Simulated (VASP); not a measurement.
Write the native input for VASP 6.6.1 that does the following.

```yaml
Task: single point
Functional: PBE
Potentials_or_basis: VASP PAW PBE potentials, release 64 (Sc_sv, Nb_sv, O)
Cutoff: 520 eV
k_mesh: 4 × 4 × 6
Occupations: gaussian, width 0.1 eV
Spin: no spin polarisation
Dipole_correction: no
Further_INCAR_settings: ALGO = Normal; EDIFF = 1e-06; NBANDS = 36
```

The structure of ScNb2O3 lies in POSCAR:

```
ScNb2O3
1.0
    2.7968469300     -4.2649772600      0.0000000000
    2.7968469300      4.2649772600      0.0000000000
    0.0000000000      0.0000000000      2.7839725400
Sc Nb O
1 2 3
Direct
    0.5000000000      0.5000000000      0.0000000000
    0.2156325000      0.7843675000      0.0000000000
    0.7843675000      0.2156325000      0.0000000000
    0.0000000000      0.0000000000      0.0000000000
    0.5000000000      0.0000000000      0.5000000000
    0.0000000000      0.5000000000      0.5000000000
```

The input as run:

INCAR

```
SYSTEM = ScNb2O3
PREC = Accurate
ENCUT = 520
EDIFF = 1E-6
ISMEAR = 0
SIGMA = 0.1
LREAL = .FALSE.
LASPH = .TRUE.
NELM = 80
ALGO = Normal
ISIF = 2
LWAVE = .FALSE.
LCHARG = .TRUE.
GGA = PE
LELF = .TRUE.
LVHAR = .TRUE.
NBANDS = 36
```

KPOINTS

```
Automatic mesh
0
G
  4 4 6
  0 0 0
```

Potentials or basis: VASP PAW PBE potentials, release 64 (Sc_sv, Nb_sv, O).

Launch:

```sh
$ cat potpaw_PBE.64/Sc_sv/POTCAR potpaw_PBE.64/Nb_sv/POTCAR potpaw_PBE.64/O/POTCAR > POTCAR
$ mpirun -np 1 vasp_std > vasp.out
```

Results of the run:

```yaml
Pressure: 68.2 GPa
Largest_force: 1.844 eV/Å
```

Caveat: the k points lie up to 0.38 Å⁻¹ apart; an odd number of electrons without spin polarisation forces a metal; a magnetic or distorted state may lie lower.

Run time: 44 s on 1 thread of Intel(R) Xeon(R) Platinum 8559C (Emerald Rapids), on a shared host, peak memory 0.22 GiB.
